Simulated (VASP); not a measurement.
# Sn in VASP: notebook

The runs below take Sn through single point, with PBE.

All numbers are computed with VASP 6.6.1; they aren't measurements. Logs are shortened: lines on timing, memory, paths and dates and some standing lists are left out, and cuts for length are marked.

## (1) The cell of the first run

Symmetry: C2/c, No. 15, monoclinic system. The conventional cell has a = 3.190 Å, b = 9.931 Å, c = 3.637 Å, α = 90.00°, β = 90.42°, γ = 90.00°. Within 4.2 Å of Sn (site symmetry 2) lie 10 Sn at 3.19 to 3.64 Å.

## (2) Single point, PBE

INCAR

```
PREC = Accurate
ENCUT = 520
EDIFF = 1E-7
ISMEAR = 0
SIGMA = 0.1
LREAL = F
LASPH = T
NELM = 100
ALGO = Normal
ISIF = 2
LWAVE = F
LCHARG = T
GGA = PE
LELF = T
LVHAR = T
NBANDS = 21
```

KPOINTS

```
Automatic mesh
0
Gamma
  6 6 4
```

POSCAR

```
Sn
1.0
    1.5950639381     -4.9653591170      0.0231851134
    1.5950639381      4.9653591170      0.0231851134
   -0.0796351808      0.0000000000      3.6361108041
Sn
2
Direct
    0.8669830998      0.1330169002      0.2500000000
    0.1330169002      0.8669830998      0.7500000000
```

Potentials or basis: VASP PAW PBE potentials, release 64 (Sn_d).

On the command line:

```console
cat potpaw_PBE.64/Sn_d/POTCAR > POTCAR
mpirun -np 1 vasp_std > vasp.out
```

OUTCAR:

```text
PREC = Accurate
   ENCUT = 520
   EDIFF = 1E-7
   ISMEAR = 0
   LREAL = F
   LASPH = T
   NELM = 100
   ISIF = 2
   GGA = PE

 ion  position               nearest neighbor table
   1  0.867  0.133  0.250-   2 3.21   2 3.21   2 3.35   2 3.35   2 3.36   2 3.36
   2  0.133  0.867  0.750-   1 3.21   1 3.21   1 3.35   1 3.35   1 3.36   1 3.36

  LATTYP: Found a base centered monoclinic cell.
 ALAT       =     3.1904648665
 B/A-ratio  =     3.1126242255
 C/A-ratio  =     1.1399538640
 COS(beta)  =    -0.0073631152

  Lattice vectors:

 A1 = (   1.5950639381,  -4.9653591170,   0.0231851134)
 A2 = (   1.5950639381,   4.9653591170,   0.0231851134)
 A3 = (  -0.0796351808,   0.0000000000,   3.6361108041)

Analysis of symmetry for initial positions (statically):
=====================================================================
 Subroutine PRICEL returns:
 Original cell was already a primitive cell.

 Routine SETGRP: Setting up the symmetry group for a
 base centered monoclinic supercell.

 Subroutine GETGRP returns: Found  4 space group operations
 (whereof  2 operations were pure point group operations)
 out of a pool of  4 trial point group operations.

The static configuration has the point symmetry S_2 .
 The point group associated with its full space group is C_2h.

Analysis of symmetry for dynamics (positions and initial velocities):
=====================================================================
 Subroutine PRICEL returns:
 Original cell was already a primitive cell.

 Routine SETGRP: Setting up the symmetry group for a
 base centered monoclinic supercell.

 Subroutine GETGRP returns: Found  4 space group operations
 (whereof  2 operations were pure point group operations)
 out of a pool of  4 trial point group operations.

The dynamic configuration has the point symmetry S_2 .
 The point group associated with its full space group is C_2h.

 Subroutine INISYM returns: Found  4 space group operations
 (whereof  2 operations are pure point group operations),
 and found     1 'primitive' translations

----------------------------------------------------------------------------------------

                                     Primitive cell

  volume of cell :      57.6148

  direct lattice vectors                    reciprocal lattice vectors
     1.595063938 -4.965359117  0.023185113     0.313367299 -0.100697651  0.006863119
     1.595063938  4.965359117  0.023185113     0.313367299  0.100697651  0.006863119
    -0.079635181  0.000000000  3.636110804    -0.003996279  0.000000000  0.274931598

  length of vectors
     5.215319518  5.215319518  3.636982752     0.329220569  0.329220569  0.274960641

  position of ions in fractional coordinates (direct lattice)
     0.866983100  0.133016900  0.250000000
     0.133016900  0.866983100  0.750000000

  ion indices of the primitive-cell ions
   primitive index   ion index
                 1           1
                 2           2

----------------------------------------------------------------------------------------

 KPOINTS: Automatic mesh

Automatic generation of k-mesh.
 Grid dimensions read from file:
 generate k-points for:    6    6    4

 Generating k-lattice:

  Cartesian coordinates                     Fractional coordinates (reciprocal lattice)
     0.052227883 -0.016782942  0.001143853     0.166666667  0.000000000 -0.000000000
     0.052227883  0.016782942  0.001143853     0.000000000  0.166666667 -0.000000000
    -0.000999070  0.000000000  0.068732900     0.000000000  0.000000000  0.250000000

  Length of vectors
     0.054870095  0.054870095  0.068740160

  Shift w.r.t. Gamma in fractional coordinates (k-lattice)
     0.000000000  0.000000000  0.000000000

 Subroutine IBZKPT returns following result:
 ===========================================

 Found     47 irreducible k-points:

 Following reciprocal coordinates:
            Coordinates               Weight
  0.000000  0.000000  0.000000      1.000000
  0.166667 -0.000000  0.000000      4.000000
  0.333333 -0.000000  0.000000      4.000000
  0.500000 -0.000000  0.000000      2.000000
  0.166667  0.166667  0.000000      2.000000
  0.333333  0.166667  0.000000      4.000000
[... 16 lines left out ...]
 -0.333333  0.166667  0.250000      4.000000
 -0.166667  0.166667  0.250000      4.000000
 [... further k-points ...]
   k-points           NKPTS =     47   k-points in BZ     NKDIM =     47   number of bands    NBANDS=     21
   number of dos      NEDOS =    301   number of ions     NIONS =      2
   total plane-waves  NPLWV =  44800
   dimension x,y,z NGX =    40 NGY =   40 NGZ =   28
   dimension x,y,z NGXF=    80 NGYF=   80 NGZF=   56
   ions per type =               2
   NGX,Y,Z   is equivalent  to a cutoff of  12.75, 12.75, 12.80 a.u.
   NGXF,Y,Z  is equivalent  to a cutoff of  25.50, 25.50, 25.60 a.u.
 SYSTEM =  unknown system
   PREC   = accura    normal or accurate (medium, high low for compatibility)
   ISTART =      0    job   : 0-new  1-cont  2-samecut
   ICHARG =      2    charge: 1-file 2-atom 10-const
   ISPIN  =      1    spin polarized calculation?
   LNONCOLLINEAR =      F non collinear calculations
   LSORBIT =      F    spin-orbit coupling
   LASPH  =      T    aspherical Exc in radial PAW
   ENCUT  =  520.0 eV  38.22 Ry    6.18 a.u.   9.70  9.70  6.76*2*pi/ulx,y,z
   NELM   =    100;   NELMIN=  2; NELMDL= -5     # of ELM steps
   EDIFF  = 0.1E-06   stopping-criterion for ELM
   LREAL  =      F    real-space projection
   EDIFFG = 0.1E-05   stopping-criterion for IOM
   NSW    =      0    number of steps for IOM
   IBRION =     -1    ionic relax: 0-MD 1-quasi-New 2-CG
   NFREE  =      0    steps in history (QN), initial steepest desc. (CG)
   ISIF   =      2    stress and relaxation
   ISYM   =      2    0-nonsym 1-usesym 2-fastsym
   POTIM  = 0.5000    time-step for ionic-motion
   TEBEG  =    0.0;   TEEND  =   0.0 temperature during run
   PSTRESS=    0.0 pullay stress
   NELECT =      28.0000    total number of electrons
   NUPDOWN=      -1.0000    fix difference up-down
   EMIN   =  10.00;   EMAX   =-10.00  energy-range for DOS
   EFERMI =   0.00;   METHOD = LEGACY
   ISMEAR =     0;   SIGMA  =   0.10  broadening in eV -4-tet -1-fermi 0-gaus
   EFERMI_NEDOS =   21; number of points for ismear=-14 and -15
   IALGO  =     38    algorithm
   IMIX   =      4    mixing-type and parameters
     AMIX     =   0.40;   BMIX     =  1.00
     AMIX_MAG =   1.60;   BMIX_MAG =  1.00
  volume/ion in A,a.u.               =      28.81       194.40
  Fermi-wavevector in a.u.,A,eV,Ry     =   1.287111  2.432288 22.540170  1.656656
  Thomas-Fermi vector in A             =   2.419145
   LORBIT       =      0    0 simple, 1 ext, 2 COOP (PROOUT), +10 PAW based schemes
   GGA     = PE    functional components
   LHFCALC =     F    Hartree Fock is set to
   AEXX    =    0.0000 exact exchange contribution
   IVDW    =     0    specifies the selected vdW correction
   LEPSILON=     F    determine dielectric tensor
   LRPA    =     F    only Hartree local field effects (RPA)
 non-spin polarized calculation
 Gauss-broadening in eV      SIGMA  =   0.10
  energy-cutoff  :      520.00
  volume of cell :       57.61
 maximum number of plane-waves:      1572
   NGX = 19   NGY = 19   NGZ = 13

 number of electron      27.9999992 magnetization

 Free energy of the ion-electron system (eV)
  ---------------------------------------------------
  ext. energy  EPLUGINS =         0.00000000
  ---------------------------------------------------
  free energy    TOTEN  =        -7.53197258 eV

  energy without entropy =       -7.52605361  energy(sigma->0) =       -7.52901310

 E-fermi :   7.4437     XC(G=0): -10.0487

 val. band max:        7.4327150120   @ k =  -0.1667  -0.1667   0.2500
 cond. band min:       7.4496119962   @ k =  -0.3333  -0.0000   0.2500
 fundamental gap:      0.0168969842
 Fermi energy:         7.4436898123

 k-point     1 :       0.0000    0.0000    0.0000
  band No.  band energies     occupation
      1     -14.2218      2.00000
      2     -14.2206      2.00000
      3     -14.2028      2.00000
      4     -14.1496      2.00000
      5     -14.0513      2.00000
      6     -14.0512      2.00000
[... 13 lines left out ...]
     20      16.0469      0.00000
     21      16.3896      0.00000

 k-point     2 :       0.1667   -0.0000    0.0000
  band No.  band energies     occupation
      1     -14.1925      2.00000
      2     -14.1824      2.00000
      3     -14.1696      2.00000
      4     -14.1216      2.00000
      5     -14.0680      2.00000
      6     -14.0602      2.00000
[... 13 lines left out ...]
     20      18.0069      0.00000
     21      18.2192      0.00000

 k-point     3 :       0.3333   -0.0000    0.0000
  band No.  band energies     occupation
      1     -14.1734      2.00000
      2     -14.1425      2.00000
      3     -14.1243      2.00000
      4     -14.1051      2.00000
      5     -14.1013      2.00000
      6     -14.0652      2.00000
[... 13 lines left out ...]
     20      16.0492      0.00000
     21      18.0448      0.00000

 k-point     4 :       0.5000   -0.0000    0.0000
  band No.  band energies     occupation
      1     -14.1659      2.00000
      2     -14.1515      2.00000
      3     -14.1288      2.00000
      4     -14.1233      2.00000
      5     -14.1043      2.00000
      6     -14.0733      2.00000
[... 13 lines left out ...]
     20      15.5697      0.00000
     21      15.8614      0.00000

 k-point     5 :       0.1667    0.1667    0.0000
  band No.  band energies     occupation
      1     -14.1831      2.00000
      2     -14.1464      2.00000
      3     -14.1196      2.00000
      4     -14.0985      2.00000
      5     -14.0948      2.00000
      6     -14.0679      2.00000
[... 13 lines left out ...]
     20      17.1753      0.00000
     21      18.3955      0.00000
[... 382 lines left out ...]
     20      14.6727      0.00000
     21      16.7201      0.00000

 k-point    22 :       0.5000    0.1667    0.2500
  band No.  band energies     occupation
      1     -14.1815      2.00000
      2     -14.1403      2.00000
      3     -14.1216      2.00000
      4     -14.1072      2.00000
      5     -14.0812      2.00000
      6     -14.0603      2.00000
[... 13 lines left out ...]
     20      15.5983      0.00000
     21      17.7311      0.00000

 k-point    23 :      -0.3333    0.1667    0.2500
  band No.  band energies     occupation
      1     -14.1829      2.00000
      2     -14.1809      2.00000
      3     -14.1254      2.00000
      4     -14.1010      2.00000
      5     -14.0962      2.00000
      6     -14.0745      2.00000
[... 13 lines left out ...]
     20      17.2587      0.00000
     21      18.1755      0.00000

 k-point    24 :      -0.1667    0.1667    0.2500
  band No.  band energies     occupation
      1     -14.2295      2.00000
      2     -14.2097      2.00000
      3     -14.1565      2.00000
      4     -14.1133      2.00000
      5     -14.0812      2.00000
      6     -14.0561      2.00000
[... 13 lines left out ...]
     20      16.6953      0.00000
     21      17.6658      0.00000

 [... further k-points ...]

------------------------ aborting loop because EDIFF is reached ----------------------------------------

  FORCE on cell =-STRESS in cart. coord.  units (eV):
  Direction    XX          YY          ZZ          XY          YZ          ZX
  --------------------------------------------------------------------------------------
  -------------------------------------------------------------------------------------
  Total       -0.0077854     -0.0189329     -0.0218551      0.0000000      0.0000000      0.0074346
  in kB       -0.2165008     -0.5264937     -0.6077548      0.0000000      0.0000000      0.2067455
  external PRESSURE =      -0.4502498 kB  Pullay stress =       0.0000000 kB

 VOLUME and BASIS-vectors are now :
 -----------------------------------------------------------------------------
  energy-cutoff  :      520.00
  volume of cell :       57.61
      direct lattice vectors                 reciprocal lattice vectors
     1.595063938 -4.965359117  0.023185113     0.313367299 -0.100697651  0.006863119
     1.595063938  4.965359117  0.023185113     0.313367299  0.100697651  0.006863119
    -0.079635181  0.000000000  3.636110804    -0.003996279  0.000000000  0.274931598

 POSITION                                       TOTAL-FORCE (eV/Angst)
 -----------------------------------------------------------------------------------
      1.57516     -3.64441      0.93221        -0.000000      0.002163     -0.000000
      1.53534      3.64441      2.75027         0.000000     -0.002163      0.000000
 -----------------------------------------------------------------------------------
    total drift:                               -0.000000     -0.000000      0.000000

  FREE ENERGIE OF THE ION-ELECTRON SYSTEM (eV)
  ---------------------------------------------------
  free  energy   TOTEN  =        -7.5319725830 eV

  energy  without entropy=       -7.5260536087  energy(sigma->0) =       -7.52901310
```

It took 50 s on 1 thread of Intel Xeon Platinum 8488C (Sapphire Rapids), shared host; peak memory 0.21 GiB.

What came out:

| Property | Result |
| --- | --- |
| Free energy | -7.5320 eV |
| Pressure | 0.0 GPa |
| Band gap on the k mesh | zero (band 14 reaches 9.80 eV, above the bottom of band 15 at 6.84 eV) |

Forces on the atoms (eV/Å):
```
Sn   0.000  0.002  0.000
Sn   0.000 -0.002  0.000
```

Levels at points of the mesh, in eV from the Fermi level:
```
           k point  band 11  band 12  band 13  band 14  band 15  band 16  band 17  band 18
(0.00, 0.00, 0.00)   -10.87    -5.29    -3.66     0.64     4.26     5.22     5.89     6.03
(0.50, 0.00, 0.00)    -7.41    -5.98    -2.98    -2.72     2.18     3.67     4.32     5.54
(0.50, 0.50, 0.00)    -9.59    -8.95     2.09     2.36     2.46     2.78     3.92     6.42
(0.00, 0.00, 0.50)    -8.09    -8.09    -1.02    -1.02    -0.37    -0.37     6.90     6.90
(0.50, 0.00, 0.50)    -4.90    -4.85    -2.81    -2.77    -0.34    -0.26     1.90     1.95
(0.50, 0.50, 0.50)    -7.40    -7.40    -4.54    -4.54     5.52     5.52     6.66     6.66
```

Caveat: the k points lie up to 0.43 Å⁻¹ apart; spin-orbit coupling is left out, which moves the levels of the heavy elements.

[end of part 1 of 2]
